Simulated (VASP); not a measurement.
# BeS (F-43m) in VASP: notebook, part 2 of 2

VASP 6.6.1.

## Step 5: Relaxation of cell and atoms, PBE

This run uses another cell than the first one, of 14.49 Å³/atom, 1.031 times its volume.

INCAR reads:

```
PREC = Accurate ; ENCUT = 600
EDIFF = 1E-7 ; ISMEAR = 0
SIGMA = 0.02 ; LREAL = F
LASPH = T ; NELM = 60
ALGO = Normal ; ISIF = 3
LWAVE = F ; LCHARG = F
GGA = PE ; IBRION = 2
NSW = 100 ; EDIFFG = -0.01
```

KPOINTS reads:

```
Automatic mesh
0
Gamma
  8 8 8
```

POSCAR reads:

```
BeS
1.0
    0.0000000000      2.4380066589      2.4380066589
    2.4380066589      0.0000000000      2.4380066589
    2.4380066589      2.4380066589      0.0000000000
Be S
1 1
Direct
    0.2500000000      0.2500000000      0.2500000000
    0.5000000000      0.5000000000      0.5000000000
```

Potentials or basis: VASP PAW PBE potentials, release 64 (Be, S).

On the command line:

```
> cat potpaw_PBE.64/Be/POTCAR potpaw_PBE.64/S/POTCAR > POTCAR
> mpirun -np 1 vasp_std > vasp.out
```

OUTCAR:

```text
PREC = Accurate
   ENCUT = 600
   EDIFF = 1E-7
   ISMEAR = 0
   LREAL = F
   LASPH = T
   NELM = 60
   ISIF = 3
   GGA = PE
   IBRION = 2
   NSW = 100
   EDIFFG = -0.01

 ion  position               nearest neighbor table
   1  0.250  0.250  0.250-   2 2.11   2 2.11   2 2.11   2 2.11
   2  0.500  0.500  0.500-   1 2.11   1 2.11   1 2.11   1 2.11

  LATTYP: Found a face centered cubic cell.
 ALAT       =     4.8760133178

  Lattice vectors:

 A1 = (   0.0000000000,   2.4380066589,   2.4380066589)
 A2 = (   2.4380066589,   0.0000000000,   2.4380066589)
 A3 = (   2.4380066589,   2.4380066589,   0.0000000000)

Analysis of symmetry for initial positions (statically):
=====================================================================
 Subroutine PRICEL returns:
 Original cell was already a primitive cell.

 Routine SETGRP: Setting up the symmetry group for a
 face centered cubic supercell.

 Subroutine GETGRP returns: Found 24 space group operations
 (whereof 24 operations were pure point group operations)
 out of a pool of 48 trial point group operations.

The static configuration has the point symmetry T_d .

Analysis of symmetry for dynamics (positions and initial velocities):
[... 161 lines left out ...]

 val. band max:        4.0099864232   @ k =   0.0000   0.0000   0.0000
 cond. band min:       7.1563687200   @ k =   0.5000   0.5000   0.0000
 fundamental gap:      3.1463822968
 Fermi energy:         4.1328867234

 k-point     1 :       0.0000    0.0000    0.0000
  band No.  band energies     occupation
      1      -9.5756      2.00000
      2       4.0100      2.00000
      3       4.0100      2.00000
      4       4.0100      2.00000
      5       9.6857      0.00000
      6       9.6857      0.00000
      7       9.6857      0.00000
      8       9.7609      0.00000
[... 243 lines left out ...]
 k-point    24 :      -0.3750    0.2500    0.1250
  band No.  band energies     occupation
      1      -7.7412      2.00000
      2      -1.1491      2.00000
      3       1.2851      2.00000
      4       2.2136      2.00000
      5      10.1168      0.00000
      6      10.5603      0.00000
      7      13.0737      0.00000
      8      14.4546      0.00000

 [... further k-points ...]
[... 5 lines left out ...]
  --------------------------------------------------------------------------------------
  -------------------------------------------------------------------------------------
  Total        0.0082516      0.0082516      0.0082516      0.0000000      0.0000000      0.0000000
  in kB        0.4561584      0.4561584      0.4561584      0.0000000      0.0000000      0.0000000
  external PRESSURE =       0.4561584 kB  Pullay stress =       0.0000000 kB

 VOLUME and BASIS-vectors are now :
 -----------------------------------------------------------------------------
  energy-cutoff  :      600.00
  volume of cell :       28.98
      direct lattice vectors                 reciprocal lattice vectors
     0.000000000  2.438006659  2.438006659    -0.205085576  0.205085576  0.205085576
     2.438006659  0.000000000  2.438006659     0.205085576 -0.205085576  0.205085576
     2.438006659  2.438006659  0.000000000     0.205085576  0.205085576 -0.205085576

 POSITION                                       TOTAL-FORCE (eV/Angst)
 -----------------------------------------------------------------------------------
      1.21900      1.21900      1.21900        -0.000000      0.000000     -0.000000
      2.43801      2.43801      2.43801         0.000000     -0.000000      0.000000
 -----------------------------------------------------------------------------------
    total drift:                               -0.000000     -0.000000      0.000000

  FREE ENERGIE OF THE ION-ELECTRON SYSTEM (eV)
  ---------------------------------------------------
  free  energy   TOTEN  =       -10.0135477490 eV

  energy  without entropy=      -10.0135477490  energy(sigma->0) =      -10.01354775

 reached required accuracy - stopping structural energy minimisation
```

OSZICAR:

```text
N       E                     dE             d eps       ncg     rms          rms(c)
DAV:   1     0.235908622056E+02    0.23591E+02   -0.41506E+03   464   0.944E+02
DAV:   2    -0.940266762446E+01   -0.32994E+02   -0.31423E+02   712   0.130E+02
DAV:   3    -0.101777446504E+02   -0.77508E+00   -0.77508E+00   584   0.253E+01
DAV:   4    -0.101803006993E+02   -0.25560E-02   -0.25560E-02   752   0.157E+00
DAV:   5    -0.101803023121E+02   -0.16129E-05   -0.16129E-05   576   0.382E-02    0.553E+00
DAV:   6    -0.100503570502E+02    0.12995E+00   -0.14513E-01   520   0.224E+00    0.382E+00
DAV:   7    -0.100122093523E+02    0.38148E-01   -0.12712E-01   648   0.235E+00    0.100E+00
DAV:   8    -0.100133743210E+02   -0.11650E-02   -0.64546E-03   616   0.528E-01    0.132E-01
DAV:   9    -0.100134956225E+02   -0.12130E-03   -0.50594E-04   536   0.181E-01    0.291E-02
DAV:  10    -0.100135434356E+02   -0.47813E-04   -0.89297E-05   616   0.697E-02    0.964E-03
DAV:  11    -0.100135473812E+02   -0.39456E-05   -0.13470E-05   512   0.245E-02    0.680E-03
DAV:  12    -0.100135476359E+02   -0.25466E-06   -0.10576E-06   648   0.769E-03    0.300E-03
DAV:  13    -0.100135478141E+02   -0.17826E-06   -0.19260E-07   512   0.263E-03    0.304E-03
DAV:  14    -0.100135477490E+02    0.65148E-07   -0.21882E-08   264   0.872E-04
   1 F= -.10013548E+02 E0= -.10013548E+02  d E =-.100135E+02
```

CONTCAR:

```text
BeS
   1.00000000000000
     0.0000000000000000    2.4380066589000000    2.4380066589000000
     2.4380066589000000    0.0000000000000000    2.4380066589000000
     2.4380066589000000    2.4380066589000000    0.0000000000000000
  Be              S
     1     1
Direct
     0.2500000000000000    0.2500000000000000    0.2500000000000000
     0.5000000000000000    0.5000000000000000    0.5000000000000000

  0.00000000E+00  0.00000000E+00  0.00000000E+00
  0.00000000E+00  0.00000000E+00  0.00000000E+00
```

Run time: 4.3 s. Hardware: 1 thread of Intel Xeon 6975P-C (Granite Rapids), shared host; peak memory 0.15 GiB.

Results:

* Free energy: -10.0135 eV
* Pressure after relaxing: 0.0 GPa
* Band gap on the k mesh: 3.15 eV, indirect (least direct gap 5.68 eV)

Final structure:
```
Be S
1.0
     0.00000    2.43801    2.43801
     2.43801    0.00000    2.43801
     2.43801    2.43801    0.00000
Be S
1 1
Direct
  0.25000 0.25000 0.25000
  0.50000 0.50000 0.50000
```

Caveat: the relaxation stopped at its first step, so nothing moved. Expect the measured gap to be larger: semilocal functionals such as PBE lack the derivative discontinuity.

## Step 6: The runs side by side

```csv
task,cell,cutoff (eV),gap on the mesh (eV),pressure (GPa)
single point,"a = 3.413 Å, angles 60.0°, 2 atoms",520,3.08,3.0
single point,"a = 3.482 Å, angles 60.0°, 2 atoms",520,3.21,-2.6
single point,"a = 3.559 Å, angles 60.0°, 2 atoms",520,3.33,-7.4
relaxation of cell and atoms,"relaxed from a = 3.448 Å, angles 60.0°, 2 atoms",600,3.15,0.0
```

Alike in all rows: level PBE; potentials or basis VASP PAW PBE potentials, release 64 (Be, S); no spin polarisation; k mesh 8 × 8 × 8; smearing gaussian 0.02 eV.

Caveats: the relaxation stopped at its first step, so nothing moved (some runs).

Total energies depend on the potentials used, so only differences within one code and one set of settings carry meaning.
